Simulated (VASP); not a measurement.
Wanted: the native input for a VASP 6.6.1 run.

```
Task                   : single point
Functional             : r2SCAN
Potentials or basis    : VASP PAW PBE potentials, release 64 (Cs_sv, H)
Cutoff                 : 520 eV
k mesh                 : 4 × 4 × 4
Occupations            : fermi-dirac, width 0.01 eV
Spin                   : no spin polarisation
Dipole correction      : no
Further INCAR settings : ALGO = Normal; EDIFF = 1e-06; NBANDS = 12
```

Crystal: CsH.

```
CELL_PARAMETERS angstrom
3.16066 0.00000 0.00000
0.00000 3.16066 0.00000
0.00000 0.00000 3.16066
ATOMIC_POSITIONS crystal
Cs 0.00000 0.00000 0.00000
H 0.50000 0.50000 0.50000
```

These files were run (other wordings do the same):

POSCAR

```
CsH
1.0
    3.1606579362      0.0000000000      0.0000000000
    0.0000000000      3.1606579362      0.0000000000
    0.0000000000      0.0000000000      3.1606579362
Cs H
1 1
Direct
    0.0000000000      0.0000000000      0.0000000000
    0.5000000000      0.5000000000      0.5000000000
```

INCAR.step1

```
SYSTEM = CsH
PREC     = Accurate       ! precision mode
ENCUT    = 520            ! plane-wave cutoff, eV
ISMEAR   = -1             ! smearing method
SIGMA    = 0.01           ! smearing width, eV
LREAL    = .False.        ! projectors in reciprocal space
LASPH    = .True.         ! aspherical terms in the spheres
NELM     = 80             ! most SCF steps
NBANDS   = 12             ! bands
GGA      = PE             ! functional
ALGO     = Normal         ! electronic algorithm
EDIFF    = 1E-4           ! SCF threshold, eV
LWAVE    = .True.         ! write WAVECAR
LCHARG   = .False.        ! write CHGCAR
```

INCAR.step2

```
SYSTEM = CsH
PREC     = Accurate       ! precision mode
ENCUT    = 520            ! plane-wave cutoff, eV
EDIFF    = 1E-6           ! SCF threshold, eV
ISMEAR   = -1             ! smearing method
SIGMA    = 0.01           ! smearing width, eV
LREAL    = .False.        ! projectors in reciprocal space
LASPH    = .True.         ! aspherical terms in the spheres
NELM     = 80             ! most SCF steps
ALGO     = Normal         ! electronic algorithm
ISIF     = 2              ! what is computed and relaxed
LWAVE    = .False.        ! write WAVECAR
LCHARG   = .False.        ! write CHGCAR
METAGGA  = R2SCAN         ! meta-GGA
LMIXTAU  = .True.       
NBANDS   = 12             ! bands
ISTART   = 1
```

KPOINTS

```
Automatic mesh
0
Gamma
  4 4 4
  0 0 0
```

Potentials or basis: VASP PAW PBE potentials, release 64 (Cs_sv, H).

The run is started by

```bash
$ cat potpaw_PBE.64/Cs_sv/POTCAR potpaw_PBE.64/H/POTCAR > POTCAR
$ cp INCAR.step1 INCAR
$ mpirun -np 1 vasp_std > vasp.out
$ cp INCAR.step2 INCAR
$ mpirun -np 1 vasp_std > vasp.out
```

Results of the run:

- Pressure: 31.3 GPa
- Band gap on the k mesh: 1.57 eV, indirect (least direct gap 2.85 eV)

Caveat: the k points lie up to 0.50 Å⁻¹ apart; the PAW data sets were made with another functional, which shifts forces and pressure a little; spin-orbit coupling is left out, which moves the levels of the heavy elements.

Run time: 31 s on 1 thread of Intel(R) Xeon(R) Platinum 8375C CPU @ 2.90GHz (Ice Lake) (shared host), peak memory 0.14 GiB.
